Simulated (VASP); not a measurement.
# Cs (Fm-3m) in VASP: a series of runs

Runs on Cs. Level: r2SCAN. Tasks: single point.

All numbers are computed with VASP 6.6.1; they aren't measurements. Logs are shortened: lines on timing, memory, paths and dates and some standing lists are left out, and cuts for length are marked.

### Step 1. The cell of the first run

Symmetry: Fm-3m, No. 225, cubic system. Conventional cell: a = 7.897 Å, b = 7.897 Å, c = 7.897 Å, α = 90.00°, β = 90.00°, γ = 90.00°.

This isn't the form of Cs at room conditions, which is bcc.

### Step 2. Single point, r2SCAN

POSCAR reads:

```
Cs
1.0
    0.0000000000      3.9483357400      3.9483357400
    3.9483357400      0.0000000000      3.9483357400
    3.9483357400      3.9483357400      0.0000000000
Cs
1
Direct
    0.0000000000      0.0000000000      0.0000000000
```

INCAR.step1 reads:

```
ALGO = Normal ; EDIFF = 1E-4
ENCUT = 520 ; GGA = PE
ISMEAR = -1 ; LASPH = T
LCHARG = F ; LREAL = F
LWAVE = T ; NBANDS = 10
NELM = 80 ; PREC = Accurate
SIGMA = 0.05
```

INCAR.step2 reads:

```
ALGO = Normal ; EDIFF = 1E-6
ENCUT = 520 ; ISIF = 2
ISMEAR = -1 ; ISTART = 1
LASPH = T ; LCHARG = T
LELF = T ; LMIXTAU = T
LREAL = F ; LVHAR = T
LWAVE = F ; METAGGA = R2SCAN
NBANDS = 10 ; NELM = 80
PREC = Accurate ; SIGMA = 0.05
```

KPOINTS reads:

```
k-points
0
Gamma
  6 6 6
```

Potentials or basis: VASP PAW PBE potentials, release 64 (Cs_sv).

On the command line:

```bash
> cat potpaw_PBE.64/Cs_sv/POTCAR > POTCAR
> cp INCAR.step1 INCAR
> mpirun -np 1 vasp_std > vasp.out
> cp INCAR.step2 INCAR
> mpirun -np 1 vasp_std > vasp.out
```

OUTCAR:

```text
EDIFF = 1E-6
   ENCUT = 520
   ISIF = 2
   ISMEAR = -1
   ISTART = 1
   LASPH = T
   LREAL = F
   METAGGA = R2SCAN
   NELM = 80
   PREC = Accurate

 ion  position               nearest neighbor table
   1  0.000  0.000  0.000-

  LATTYP: Found a face centered cubic cell.
 ALAT       =     7.8966714800

  Lattice vectors:

 A1 = (   0.0000000000,   3.9483357400,   3.9483357400)
 A2 = (   3.9483357400,   0.0000000000,   3.9483357400)
 A3 = (   3.9483357400,   3.9483357400,   0.0000000000)

Analysis of symmetry for initial positions (statically):
=====================================================================
 Subroutine PRICEL returns:
 Original cell was already a primitive cell.

 Routine SETGRP: Setting up the symmetry group for a
 face centered cubic supercell.

 Subroutine GETGRP returns: Found 48 space group operations
 (whereof 48 operations were pure point group operations)
 out of a pool of 48 trial point group operations.

The static configuration has the point symmetry O_h .

Analysis of symmetry for dynamics (positions and initial velocities):
=====================================================================
 Subroutine PRICEL returns:
 Original cell was already a primitive cell.

 Routine SETGRP: Setting up the symmetry group for a
 face centered cubic supercell.

 Subroutine GETGRP returns: Found 48 space group operations
 (whereof 48 operations were pure point group operations)
 out of a pool of 48 trial point group operations.

The dynamic configuration has the point symmetry O_h .

 Subroutine INISYM returns: Found 48 space group operations
 (whereof 48 operations are pure point group operations),
 and found     1 'primitive' translations

----------------------------------------------------------------------------------------

                                     Primitive cell

  volume of cell :     123.1040

  direct lattice vectors                    reciprocal lattice vectors
     0.000000000  3.948335740  3.948335740    -0.126635634  0.126635634  0.126635634
     3.948335740  0.000000000  3.948335740     0.126635634 -0.126635634  0.126635634
     3.948335740  3.948335740  0.000000000     0.126635634  0.126635634 -0.126635634

  length of vectors
     5.583789952  5.583789952  5.583789952     0.219339352  0.219339352  0.219339352

  position of ions in fractional coordinates (direct lattice)
     0.000000000  0.000000000  0.000000000

  ion indices of the primitive-cell ions
   primitive index   ion index
                 1           1

----------------------------------------------------------------------------------------

 KPOINTS: k-points

Automatic generation of k-mesh.
 Grid dimensions read from file:
 generate k-points for:    6    6    6

 Generating k-lattice:

  Cartesian coordinates                     Fractional coordinates (reciprocal lattice)
    -0.021105939  0.021105939  0.021105939     0.166666667  0.000000000  0.000000000
     0.021105939 -0.021105939  0.021105939     0.000000000  0.166666667  0.000000000
     0.021105939  0.021105939 -0.021105939     0.000000000  0.000000000  0.166666667

  Length of vectors
     0.036556559  0.036556559  0.036556559

  Shift w.r.t. Gamma in fractional coordinates (k-lattice)
     0.000000000  0.000000000  0.000000000

 Subroutine IBZKPT returns following result:
 ===========================================

 Found     16 irreducible k-points:

 Following reciprocal coordinates:
            Coordinates               Weight
  0.000000  0.000000  0.000000      1.000000
  0.166667  0.000000  0.000000      8.000000
  0.333333  0.000000  0.000000      8.000000
  0.500000  0.000000  0.000000      4.000000
  0.166667  0.166667  0.000000      6.000000
  0.333333  0.166667  0.000000     24.000000
[... 8 lines left out ...]
 -0.333333  0.333333  0.166667     24.000000
 -0.333333  0.500000  0.166667     12.000000
   k-points           NKPTS =     16   k-points in BZ     NKDIM =     16   number of bands    NBANDS=     10
   number of dos      NEDOS =    301   number of ions     NIONS =      1
   total plane-waves  NPLWV =  74088
   dimension x,y,z NGX =    42 NGY =   42 NGZ =   42
   dimension x,y,z NGXF=    84 NGYF=   84 NGZF=   84
   ions per type =               1
   NGX,Y,Z   is equivalent  to a cutoff of  12.50, 12.50, 12.50 a.u.
   NGXF,Y,Z  is equivalent  to a cutoff of  25.01, 25.01, 25.01 a.u.
 SYSTEM =  unknown system
   PREC   = accura    normal or accurate (medium, high low for compatibility)
   ISTART =      1    job   : 0-new  1-cont  2-samecut
   ICHARG =      0    charge: 1-file 2-atom 10-const
   ISPIN  =      1    spin polarized calculation?
   LNONCOLLINEAR =      F non collinear calculations
   LSORBIT =      F    spin-orbit coupling
   LASPH  =      T    aspherical Exc in radial PAW
   ENCUT  =  520.0 eV  38.22 Ry    6.18 a.u.  10.38 10.38 10.38*2*pi/ulx,y,z
   NELM   =     80;   NELMIN=  2; NELMDL=  0     # of ELM steps
   EDIFF  = 0.1E-05   stopping-criterion for ELM
   LREAL  =      F    real-space projection
   EDIFFG = 0.1E-04   stopping-criterion for IOM
   NSW    =      0    number of steps for IOM
   IBRION =     -1    ionic relax: 0-MD 1-quasi-New 2-CG
   NFREE  =      0    steps in history (QN), initial steepest desc. (CG)
   ISIF   =      2    stress and relaxation
   ISYM   =      2    0-nonsym 1-usesym 2-fastsym
   POTIM  = 0.5000    time-step for ionic-motion
   TEBEG  =    0.0;   TEEND  =   0.0 temperature during run
   PSTRESS=    0.0 pullay stress
   NELECT =       9.0000    total number of electrons
   NUPDOWN=      -1.0000    fix difference up-down
   EMIN   =  10.00;   EMAX   =-10.00  energy-range for DOS
   EFERMI =   0.00;   METHOD = LEGACY
   ISMEAR =    -1;   SIGMA  =   0.05  broadening in eV -4-tet -1-fermi 0-gaus
   EFERMI_NEDOS =   21; number of points for ismear=-14 and -15
   IALGO  =     38    algorithm
   IMIX   =      4    mixing-type and parameters
     AMIX     =   0.40;   BMIX     =  1.00
     AMIX_MAG =   1.60;   BMIX_MAG =  1.00
  volume/ion in A,a.u.               =     123.10       830.75
  Fermi-wavevector in a.u.,A,eV,Ry     =   0.684539  1.293591  6.375605  0.468594
  Thomas-Fermi vector in A             =   1.764221
   LORBIT       =      0    0 simple, 1 ext, 2 COOP (PROOUT), +10 PAW based schemes
   METAGGA = R2SCAN    functional components
   LHFCALC =     F    Hartree Fock is set to
   AEXX    =    0.0000 exact exchange contribution
   IVDW    =     0    specifies the selected vdW correction
   LEPSILON=     F    determine dielectric tensor
   LRPA    =     F    only Hartree local field effects (RPA)
 non-spin polarized calculation
  energy-cutoff  :      520.00
  volume of cell :      123.10
 maximum number of plane-waves:      3347
 NGX is ok and might be reduce to    42
   NGX = 21   NGY = 21   NGZ = 21

 number of electron       9.0000001 magnetization

 Free energy of the ion-electron system (eV)
  ---------------------------------------------------
  ext. energy  EPLUGINS =         0.00000000
  ---------------------------------------------------
  free energy    TOTEN  =       -25.01322102 eV

  energy without entropy =      -25.00214272  energy(sigma->0) =      -25.00768187

 E-fermi :   0.3518     XC(G=0):  -5.4637

 val. band max:        0.2867034519   @ k =   0.5000   0.3333   0.1667
 cond. band min:       0.4506580047   @ k =   0.5000   0.0000   0.0000
 fundamental gap:      0.1639545528
 Fermi energy:         0.3518444222

 k-point     1 :       0.0000    0.0000    0.0000
  band No.  band energies     occupation
      1     -24.4525      2.00000
      2     -10.8285      2.00000
      3     -10.8285      2.00000
      4     -10.8285      2.00000
      5      -1.3410      2.00000
      6       3.0896      0.00000
      7       3.0896      0.00000
      8       3.0896      0.00000
      9       4.1964      0.00000
     10       4.1964      0.00000

 k-point     2 :       0.1667    0.0000    0.0000
  band No.  band energies     occupation
      1     -24.4513      2.00000
      2     -10.8568      2.00000
      3     -10.8322      2.00000
      4     -10.8322      2.00000
      5      -1.0587      2.00000
      6       2.5484      0.00000
      7       3.1829      0.00000
      8       3.1830      0.00000
      9       4.0151      0.00000
     10       4.0151      0.00000

 k-point     3 :       0.3333    0.0000    0.0000
  band No.  band energies     occupation
      1     -24.4488      2.00000
      2     -10.9122      2.00000
      3     -10.8395      2.00000
      4     -10.8395      2.00000
      5      -0.3080      2.00000
      6       1.6987      0.00000
      7       3.0531      0.00000
      8       3.0531      0.00000
      9       4.3708      0.00000
     10       4.3708      0.00000

 k-point     4 :       0.5000    0.0000    0.0000
  band No.  band energies     occupation
      1     -24.4476      2.00000
      2     -10.9392      2.00000
      3     -10.8432      2.00000
      4     -10.8432      2.00000
      5       0.4507      0.24343
      6       0.9917      0.00001
      7       2.9211      0.00000
      8       2.9211      0.00000
      9       4.9397      0.00000
     10       4.9398      0.00000
[... 118 lines left out ...]
 k-point    14 :       0.5000    0.3333    0.1667
  band No.  band energies     occupation
      1     -24.4472      2.00000
      2     -10.9108      2.00000
      3     -10.8729      2.00000
      4     -10.8527      2.00000
      5       0.2867      1.57262
      6       1.7437      0.00000
      7       2.0006      0.00000
      8       3.3606      0.00000
      9       4.0360      0.00000
     10       5.0034      0.00000

 k-point    15 :      -0.3333    0.3333    0.1667
  band No.  band energies     occupation
      1     -24.4464      2.00000
      2     -10.9140      2.00000
      3     -10.8862      2.00000
      4     -10.8589      2.00000
      5       1.0651      0.00000
      6       1.1756      0.00000
      7       1.9012      0.00000
      8       3.1074      0.00000
      9       4.2617      0.00000
     10       4.9709      0.00000

 k-point    16 :      -0.3333    0.5000    0.1667
  band No.  band energies     occupation
      1     -24.4460      2.00000
      2     -10.9163      2.00000
      3     -10.8843      2.00000
      4     -10.8691      2.00000
      5       1.0010      0.00000
      6       1.5787      0.00000
      7       1.6594      0.00000
      8       3.0409      0.00000
      9       4.8018      0.00000
     10       5.0506      0.00000

------------------------ aborting loop because EDIFF is reached ----------------------------------------

  FORCE on cell =-STRESS in cart. coord.  units (eV):
  Direction    XX          YY          ZZ          XY          YZ          ZX
  --------------------------------------------------------------------------------------
  -------------------------------------------------------------------------------------
  Total        0.0248589      0.0248589      0.0248589      0.0000000      0.0000000      0.0000000
  in kB        0.3235344      0.3235344      0.3235344      0.0000000      0.0000000      0.0000000
  external PRESSURE =       0.3235344 kB  Pullay stress =       0.0000000 kB

 VOLUME and BASIS-vectors are now :
 -----------------------------------------------------------------------------
  energy-cutoff  :      520.00
  volume of cell :      123.10
      direct lattice vectors                 reciprocal lattice vectors
     0.000000000  3.948335740  3.948335740    -0.126635634  0.126635634  0.126635634
     3.948335740  0.000000000  3.948335740     0.126635634 -0.126635634  0.126635634
     3.948335740  3.948335740  0.000000000     0.126635634  0.126635634 -0.126635634

 POSITION                                       TOTAL-FORCE (eV/Angst)
 -----------------------------------------------------------------------------------
      0.00000      0.00000      0.00000        -0.000000      0.000000      0.000000
 -----------------------------------------------------------------------------------
    total drift:                               -0.000000     -0.000000      0.000000

  FREE ENERGIE OF THE ION-ELECTRON SYSTEM (eV)
  ---------------------------------------------------
  free  energy   TOTEN  =       -25.0132210227 eV

  energy  without entropy=      -25.0021427224  energy(sigma->0) =      -25.00768187
```

It took 2.4 min on 1 thread of Intel Xeon 8259CL, shared host; peak memory 0.28 GiB.

What came out:

- Free energy: -25.0132 eV
- Pressure: 0.0 GPa
- Band gap on the k mesh: zero (an odd number of electrons rules out a gap without spin polarisation)

Caveat: the PAW data sets were made with another functional, which shifts forces and pressure a little; spin-orbit coupling is left out, which moves the levels of the heavy elements.

### Step 3. Single point, r2SCAN

This run uses another cell than the first one, of 125.57 Å³/atom.

POSCAR reads:

```
Cs
1.0
    0.0000000000      3.9744844209      3.9744844209
    3.9744844209      0.0000000000      3.9744844209
    3.9744844209      3.9744844209      0.0000000000
Cs
1
Direct
    0.0000000000      0.0000000000      0.0000000000
```

INCAR.step1 reads:

```
ALGO     = Normal         # electronic algorithm
EDIFF    = 1E-4           # SCF threshold, eV
ENCUT    = 520            # plane-wave cutoff, eV
GGA      = PE             # functional
ISMEAR   = -1             # smearing method
LASPH    = True           # aspherical terms in the spheres
LCHARG   = False          # write CHGCAR
LREAL    = False          # projectors in reciprocal space
LWAVE    = True           # write WAVECAR
NBANDS   = 10             # bands
NELM     = 80             # most SCF steps
PREC     = Accurate       # precision mode
SIGMA    = 0.05           # smearing width, eV
```

INCAR.step2 reads:

```
ALGO     = Normal         # electronic algorithm
EDIFF    = 1E-6           # SCF threshold, eV
ENCUT    = 520            # plane-wave cutoff, eV
ISIF     = 2              # what is computed and relaxed
ISMEAR   = -1             # smearing method
ISTART   = 1            
LASPH    = True           # aspherical terms in the spheres
LCHARG   = False          # write CHGCAR
LMIXTAU  = True         
LREAL    = False          # projectors in reciprocal space
LWAVE    = False          # write WAVECAR
METAGGA  = R2SCAN         # meta-GGA
NBANDS   = 10             # bands
NELM     = 80             # most SCF steps
PREC     = Accurate       # precision mode
SIGMA    = 0.05           # smearing width, eV
```

KPOINTS is that of step 2.

Potentials or basis: VASP PAW PBE potentials, release 64 (Cs_sv).

On the command line:

```bash
> cat potpaw_PBE.64/Cs_sv/POTCAR > POTCAR
> cp INCAR.step1 INCAR
> mpirun -np 1 vasp_std > vasp.out
> cp INCAR.step2 INCAR
> mpirun -np 1 vasp_std > vasp.out
```

Wall time 2.7 min (1 thread of Intel Xeon 8259CL, shared host); peak memory 0.28 GiB.

Results (log left out):

```
Free energy            : -25.0136 eV
Pressure               : 0.0 GPa
Band gap on the k mesh : zero (an odd number of electrons rules out a gap without spin polarisation)
```

Levels at points of the mesh, in eV from the Fermi level:
```csv
k point,band 2,band 3,band 4,band 5,band 6,band 7,band 8,band 9
"(0.00, 0.00, 0.00)",-11.19,-11.19,-11.19,-1.67,2.73,2.73,2.73,3.82
"(0.50, 0.00, 0.00)",-11.30,-11.21,-11.21,0.11,0.63,2.56,2.56,4.55
"(0.50, 0.50, 0.00)",-11.29,-11.23,-11.23,0.37,1.22,1.34,4.11,4.11
```

Caveat: the PAW data sets were made with another functional, which shifts forces and pressure a little; spin-orbit coupling is left out, which moves the levels of the heavy elements.
